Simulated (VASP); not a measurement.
Ta2N: single point with PBEsol

Ta2N:

```
CELL_PARAMETERS angstrom
5.43988 0.00000 0.00000
-2.71994 4.71107 0.00000
0.00000 0.00000 5.06027
ATOMIC_POSITIONS crystal
Ta 0.66798 0.66798 0.75115
Ta 0.00000 0.33202 0.75115
Ta 0.33202 0.00000 0.75115
Ta 0.33202 0.33202 0.24885
Ta 0.00000 0.66798 0.24885
Ta 0.66798 0.00000 0.24885
N 0.66667 0.33333 0.50000
N 0.33333 0.66667 0.50000
N 0.00000 0.00000 0.00000
```

This cell differs from its parent crystal: volume scaled by 1.10, then relaxed in part.

```json
{"Program": "VASP 6.6.1", "Task": "single point", "Functional": "PBEsol", "Potentials or basis": "VASP PAW PBE potentials, release 64 (Ta_pv, N)", "Cutoff": "520 eV", "k mesh": "12 × 12 × 8", "Occupations": "gaussian, width 0.1 eV", "Spin": "no spin polarisation"}
```

| Property | Result |
| --- | --- |
| Pressure | -23.2 GPa |
| Largest force | 0.011 eV/Å |

Forces in eV/Å, atoms in the order of the input:
```
Ta   0.000 -0.001  0.011
Ta   0.000  0.001  0.011
Ta   0.001  0.000  0.011
Ta   0.000  0.001 -0.011
Ta   0.000 -0.001 -0.011
Ta  -0.001  0.000 -0.011
N    0.000  0.000  0.000
N    0.000  0.000  0.000
N    0.000  0.000  0.000
```

Levels at points of the mesh, in eV from the Fermi level:
```tsv
k point	band 39	band 40	band 41	band 42	band 43	band 44
(0.00, 0.00, 0.00)	-0.40	-0.40	-0.29	-0.09	-0.09	0.62
(0.50, 0.00, 0.00)	-1.34	0.31	0.50	0.85	0.93	1.62
(0.00, 0.00, 0.50)	-1.29	-1.29	-0.89	0.52	0.52	0.74
(0.50, 0.00, 0.50)	-1.16	-0.63	-0.20	0.10	0.11	0.70
```

It took 9.8 min on 1 thread of Intel(R) Xeon(R) 6975P-C (Granite Rapids), with other jobs on the host, peak memory 0.68 GiB.

Caveat: the PAW data sets were made with another functional, which shifts forces and pressure a little; spin-orbit coupling is left out, which moves the levels of the heavy elements.
